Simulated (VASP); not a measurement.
# ZrB (Fm-3m) in VASP: single point with PBE

Aim: the single point of ZrB with PBE.

All numbers are computed with VASP 6.6.1; they aren't measurements. Logs are shortened: lines on timing, memory, paths and dates and some standing lists are left out, and cuts for length are marked.

### 1 The cell of the first run

The structure is cubic, space group Fm-3m (No. 225). The conventional cell has a = 4.913 Å, b = 4.913 Å, c = 4.913 Å, α = 90.00°, β = 90.00°, γ = 90.00°. Within 3.2 Å of Zr (site symmetry m-3m) lie 6 B at 2.46 Å. B (site symmetry m-3m) has 6 Zr at 2.46 Å within 3.2 Å.

### 2 Single point, PBE

INCAR

```
SYSTEM = ZrB
  PREC = Accurate
  ENCUT = 500
  EDIFF = 1E-6
  ISMEAR = 0
  SIGMA = 0.1
  LREAL = .FALSE.
  LASPH = .TRUE.
  NELM = 120
  ALGO = Normal
  ISIF = 2
  LWAVE = .FALSE.
  LCHARG = .FALSE.
  GGA = PE
  NBANDS = 14
  GGA_COMPAT = .FALSE.
```

KPOINTS

```
Automatic mesh
0
G
  8 8 8
  0 0 0
```

POSCAR

```
ZrB
1.0
    0.0000000000      2.4563210000      2.4563210000
    2.4563210000      0.0000000000      2.4563210000
    2.4563210000      2.4563210000      0.0000000000
Zr B
1 1
Direct
    0.5000000000      0.5000000000      0.5000000000
    0.0000000000      0.0000000000      0.0000000000
```

Potentials or basis: VASP PAW PBE potentials, release 64 (Zr_sv, B).

The run is started by

```sh
$ cat potpaw_PBE.64/Zr_sv/POTCAR potpaw_PBE.64/B/POTCAR > POTCAR
$ mpirun -np 1 vasp_std > vasp.out
```

OUTCAR:

```text
SYSTEM = ZrB
   PREC = Accurate
   ENCUT = 500
   EDIFF = 1E-6
   ISMEAR = 0
   LREAL = .FALSE.
   LASPH = .TRUE.
   NELM = 120
   ISIF = 2
   GGA = PE

 ion  position               nearest neighbor table
   1  0.500  0.500  0.500-   2 2.46   2 2.46   2 2.46   2 2.46   2 2.46   2 2.46
   2  0.000  0.000  0.000-   1 2.46   1 2.46   1 2.46   1 2.46   1 2.46   1 2.46

  LATTYP: Found a face centered cubic cell.
 ALAT       =     4.9126420000

  Lattice vectors:

 A1 = (   0.0000000000,   2.4563210000,   2.4563210000)
 A2 = (   2.4563210000,   0.0000000000,   2.4563210000)
 A3 = (   2.4563210000,   2.4563210000,   0.0000000000)

Analysis of symmetry for initial positions (statically):
=====================================================================
 Subroutine PRICEL returns:
 Original cell was already a primitive cell.

 Routine SETGRP: Setting up the symmetry group for a
 face centered cubic supercell.

 Subroutine GETGRP returns: Found 48 space group operations
 (whereof 48 operations were pure point group operations)
 out of a pool of 48 trial point group operations.

The static configuration has the point symmetry O_h .

Analysis of symmetry for dynamics (positions and initial velocities):
=====================================================================
 Subroutine PRICEL returns:
 Original cell was already a primitive cell.

 Routine SETGRP: Setting up the symmetry group for a
 face centered cubic supercell.

 Subroutine GETGRP returns: Found 48 space group operations
 (whereof 48 operations were pure point group operations)
 out of a pool of 48 trial point group operations.

The dynamic configuration has the point symmetry O_h .

 Subroutine INISYM returns: Found 48 space group operations
 (whereof 48 operations are pure point group operations),
 and found     1 'primitive' translations

----------------------------------------------------------------------------------------

                                     Primitive cell

  volume of cell :      29.6405

  direct lattice vectors                    reciprocal lattice vectors
     0.000000000  2.456321000  2.456321000    -0.203556457  0.203556457  0.203556457
     2.456321000  0.000000000  2.456321000     0.203556457 -0.203556457  0.203556457
     2.456321000  2.456321000  0.000000000     0.203556457  0.203556457 -0.203556457

  length of vectors
     3.473762472  3.473762472  3.473762472     0.352570126  0.352570126  0.352570126

  position of ions in fractional coordinates (direct lattice)
     0.500000000  0.500000000  0.500000000
     0.000000000  0.000000000  0.000000000

  ion indices of the primitive-cell ions
   primitive index   ion index
                 1           1
                 2           2

----------------------------------------------------------------------------------------

 KPOINTS: Automatic mesh

Automatic generation of k-mesh.
 Grid dimensions read from file:
 generate k-points for:    8    8    8

 Generating k-lattice:

  Cartesian coordinates                     Fractional coordinates (reciprocal lattice)
    -0.025444557  0.025444557  0.025444557     0.125000000  0.000000000  0.000000000
     0.025444557 -0.025444557  0.025444557     0.000000000  0.125000000  0.000000000
     0.025444557  0.025444557 -0.025444557     0.000000000  0.000000000  0.125000000

  Length of vectors
     0.044071266  0.044071266  0.044071266

  Shift w.r.t. Gamma in fractional coordinates (k-lattice)
     0.000000000  0.000000000  0.000000000

 Subroutine IBZKPT returns following result:
 ===========================================

 Found     29 irreducible k-points:

 Following reciprocal coordinates:
            Coordinates               Weight
  0.000000  0.000000  0.000000      1.000000
  0.125000  0.000000  0.000000      8.000000
  0.250000  0.000000  0.000000      8.000000
  0.375000  0.000000  0.000000      8.000000
  0.500000  0.000000  0.000000      4.000000
  0.125000  0.125000  0.000000      6.000000
[... 16 lines left out ...]
  0.500000  0.250000  0.125000     48.000000
 -0.375000  0.250000  0.125000     24.000000
 [... further k-points ...]
   k-points           NKPTS =     29   k-points in BZ     NKDIM =     29   number of bands    NBANDS=     14
   number of dos      NEDOS =    301   number of ions     NIONS =      2
   total plane-waves  NPLWV =  21952
   dimension x,y,z NGX =    28 NGY =   28 NGZ =   28
   dimension x,y,z NGXF=    56 NGYF=   56 NGZF=   56
   ions per type =               1   1
   NGX,Y,Z   is equivalent  to a cutoff of  13.40, 13.40, 13.40 a.u.
   NGXF,Y,Z  is equivalent  to a cutoff of  26.80, 26.80, 26.80 a.u.
 SYSTEM =  ZrB
   PREC   = accura    normal or accurate (medium, high low for compatibility)
   ISTART =      0    job   : 0-new  1-cont  2-samecut
   ICHARG =      2    charge: 1-file 2-atom 10-const
   ISPIN  =      1    spin polarized calculation?
   LNONCOLLINEAR =      F non collinear calculations
   LSORBIT =      F    spin-orbit coupling
   LASPH  =      T    aspherical Exc in radial PAW
   ENCUT  =  500.0 eV  36.75 Ry    6.06 a.u.   6.33  6.33  6.33*2*pi/ulx,y,z
   NELM   =    120;   NELMIN=  2; NELMDL= -5     # of ELM steps
   EDIFF  = 0.1E-05   stopping-criterion for ELM
   LREAL  =      F    real-space projection
   EDIFFG = 0.1E-04   stopping-criterion for IOM
   NSW    =      0    number of steps for IOM
   IBRION =     -1    ionic relax: 0-MD 1-quasi-New 2-CG
   NFREE  =      0    steps in history (QN), initial steepest desc. (CG)
   ISIF   =      2    stress and relaxation
   ISYM   =      2    0-nonsym 1-usesym 2-fastsym
   POTIM  = 0.5000    time-step for ionic-motion
   TEBEG  =    0.0;   TEEND  =   0.0 temperature during run
   PSTRESS=    0.0 pullay stress
   NELECT =      15.0000    total number of electrons
   NUPDOWN=      -1.0000    fix difference up-down
   EMIN   =  10.00;   EMAX   =-10.00  energy-range for DOS
   EFERMI =   0.00;   METHOD = LEGACY
   ISMEAR =     0;   SIGMA  =   0.10  broadening in eV -4-tet -1-fermi 0-gaus
   EFERMI_NEDOS =   21; number of points for ismear=-14 and -15
   IALGO  =     38    algorithm
   IMIX   =      4    mixing-type and parameters
     AMIX     =   0.40;   BMIX     =  1.00
     AMIX_MAG =   1.60;   BMIX_MAG =  1.00
  volume/ion in A,a.u.               =      14.82       100.01
  Fermi-wavevector in a.u.,A,eV,Ry     =   1.304598  2.465333 23.156798  1.701977
  Thomas-Fermi vector in A             =   2.435523
   LORBIT       =      0    0 simple, 1 ext, 2 COOP (PROOUT), +10 PAW based schemes
   GGA     = PE    functional components
   LHFCALC =     F    Hartree Fock is set to
   AEXX    =    0.0000 exact exchange contribution
   IVDW    =     0    specifies the selected vdW correction
   LEPSILON=     F    determine dielectric tensor
   LRPA    =     F    only Hartree local field effects (RPA)
 non-spin polarized calculation
 Gauss-broadening in eV      SIGMA  =   0.10
  energy-cutoff  :      500.00
  volume of cell :       29.64
 maximum number of plane-waves:       763
 NGX is ok and might be reduce to    28
   NGX = 13   NGY = 13   NGZ = 13

 number of electron      15.0000000 magnetization

 Free energy of the ion-electron system (eV)
  ---------------------------------------------------
  ext. energy  EPLUGINS =         0.00000000
  ---------------------------------------------------
  free energy    TOTEN  =       -16.00113788 eV

  energy without entropy =      -15.99415103  energy(sigma->0) =      -15.99764445

 E-fermi :   7.4304     XC(G=0): -11.4503

 val. band max:        7.3728431370   @ k =   0.5000   0.2500   0.0000
 cond. band min:       7.4699918941   @ k =   0.3750   0.2500   0.1250
 fundamental gap:      0.0971487572
 Fermi energy:         7.4304263801

 k-point     1 :       0.0000    0.0000    0.0000
  band No.  band energies     occupation
      1     -40.1054      2.00000
      2     -17.9327      2.00000
      3     -17.9327      2.00000
      4     -17.9327      2.00000
      5      -0.6208      2.00000
      6       9.1411      0.00000
      7       9.1411      0.00000
      8       9.1411      0.00000
      9      10.5232      0.00000
     10      10.5232      0.00000
     11      10.8224      0.00000
     12      10.8224      0.00000
     13      10.8224      0.00000
     14      18.3197      0.00000

 k-point     2 :       0.1250    0.0000    0.0000
  band No.  band energies     occupation
      1     -40.0972      2.00000
      2     -18.0135      2.00000
      3     -17.9409      2.00000
      4     -17.9409      2.00000
      5      -0.2802      2.00000
      6       8.1742      0.00000
      7       8.6154      0.00000
      8       8.6154      0.00000
      9       9.7196      0.00000
     10       9.7196      0.00000
     11      11.1924      0.00000
     12      12.8337      0.00000
     13      12.8337      0.00000
     14      18.7509      0.00000

 k-point     3 :       0.2500    0.0000    0.0000
  band No.  band energies     occupation
      1     -40.0773      2.00000
      2     -18.2034      2.00000
      3     -17.9608      2.00000
      4     -17.9608      2.00000
      5       0.6502      2.00000
      6       6.5475      2.00000
      7       7.3507      1.74068
      8       7.3507      1.74068
      9      10.4867      0.00000
     10      10.4867      0.00000
     11      11.6572      0.00000
     12      15.2256      0.00000
     13      15.2256      0.00000
     14      18.6505      0.00000

 k-point     4 :       0.3750    0.0000    0.0000
  band No.  band energies     occupation
      1     -40.0574      2.00000
      2     -18.3867      2.00000
      3     -17.9804      2.00000
      4     -17.9804      2.00000
      5       1.9460      2.00000
      6       4.9456      2.00000
      7       6.5338      2.00000
      8       6.5338      2.00000
      9      11.5813      0.00000
     10      11.5813      0.00000
     11      12.4522      0.00000
     12      16.5555      0.00000
     13      17.4442      0.00000
     14      17.4442      0.00000

 k-point     5 :       0.5000    0.0000    0.0000
  band No.  band energies     occupation
      1     -40.0491      2.00000
      2     -18.4608      2.00000
      3     -17.9885      2.00000
      4     -17.9885      2.00000
      5       3.2097      2.00000
      6       3.6172      2.00000
      7       6.2569      2.00000
      8       6.2569      2.00000
      9      12.1839      0.00000
     10      12.1839      0.00000
     11      13.4448      0.00000
[... 276 lines left out ...]
 k-point    22 :       0.3750    0.2500    0.1250
  band No.  band energies     occupation
      1     -40.0624      2.00000
      2     -18.2423      2.00000
      3     -18.0615      2.00000
      4     -17.9909      2.00000
      5       1.2246      2.00000
      6       5.7269      2.00000
      7       7.0122      2.00000
      8       7.4700      0.57579
      9       9.7699      0.00000
     10      11.8688      0.00000
     11      13.0228      0.00000
     12      13.6829      0.00000
     13      16.8068      0.00000
     14      19.4396      0.00000

 k-point    23 :       0.5000    0.2500    0.1250
  band No.  band energies     occupation
      1     -40.0463      2.00000
      2     -18.3413      2.00000
      3     -18.1143      2.00000
      4     -18.0185      2.00000
      5       2.0937      2.00000
      6       5.0024      2.00000
      7       6.5042      2.00000
      8       6.9383      2.00000
      9      10.6519      0.00000
     10      12.4411      0.00000
     11      13.1452      0.00000
     12      14.8246      0.00000
     13      17.0589      0.00000
     14      18.9193      0.00000

 k-point    24 :      -0.3750    0.2500    0.1250
  band No.  band energies     occupation
      1     -40.0396      2.00000
      2     -18.3843      2.00000
      3     -18.1287      2.00000
      4     -18.0348      2.00000
      5       2.5684      2.00000
      6       4.5859      2.00000
      7       6.3934      2.00000
      8       6.7504      2.00000
      9      11.6816      0.00000
     10      11.7603      0.00000
     11      13.0910      0.00000
     12      16.3857      0.00000
     13      16.4939      0.00000
     14      17.9632      0.00000

 [... further k-points ...]
[... 5 lines left out ...]
  --------------------------------------------------------------------------------------
  -------------------------------------------------------------------------------------
  Total       -0.1171509     -0.1171509     -0.1171509     -0.0000000      0.0000000     -0.0000000
  in kB       -6.3324371     -6.3324371     -6.3324371     -0.0000000      0.0000000     -0.0000000
  external PRESSURE =      -6.3324371 kB  Pullay stress =       0.0000000 kB

 VOLUME and BASIS-vectors are now :
 -----------------------------------------------------------------------------
  energy-cutoff  :      500.00
  volume of cell :       29.64
      direct lattice vectors                 reciprocal lattice vectors
     0.000000000  2.456321000  2.456321000    -0.203556457  0.203556457  0.203556457
     2.456321000  0.000000000  2.456321000     0.203556457 -0.203556457  0.203556457
     2.456321000  2.456321000  0.000000000     0.203556457  0.203556457 -0.203556457

 POSITION                                       TOTAL-FORCE (eV/Angst)
 -----------------------------------------------------------------------------------
      2.45632      2.45632      2.45632         0.000000     -0.000000     -0.000000
      0.00000      0.00000      0.00000        -0.000000      0.000000      0.000000
 -----------------------------------------------------------------------------------
    total drift:                                0.000000      0.000000      0.000000

  FREE ENERGIE OF THE ION-ELECTRON SYSTEM (eV)
  ---------------------------------------------------
  free  energy   TOTEN  =       -16.0011378762 eV

  energy  without entropy=      -15.9941510321  energy(sigma->0) =      -15.99764445
```

Run time: 13 s. Hardware: 1 thread of Intel Xeon Platinum 8375C at 2.90GHz (Ice Lake), shared host; peak memory 0.16 GiB.

What came out:

- Free energy: -16.0011 eV
- Pressure: -0.6 GPa

Levels at points of the mesh, in eV from the Fermi level:
```tsv
k point	band 4	band 5	band 6	band 7	band 8	band 9	band 10	band 11	band 12	band 13
(0.00, 0.00, 0.00)	-25.36	-8.05	1.71	1.71	1.71	3.09	3.09	3.39	3.39	3.39
(0.50, 0.00, 0.00)	-25.42	-4.22	-3.81	-1.17	-1.17	4.75	4.75	6.01	7.44	11.20
(0.50, 0.50, 0.00)	-25.55	-6.11	-0.83	-0.79	2.01	2.01	4.49	5.66	5.66	8.49
```
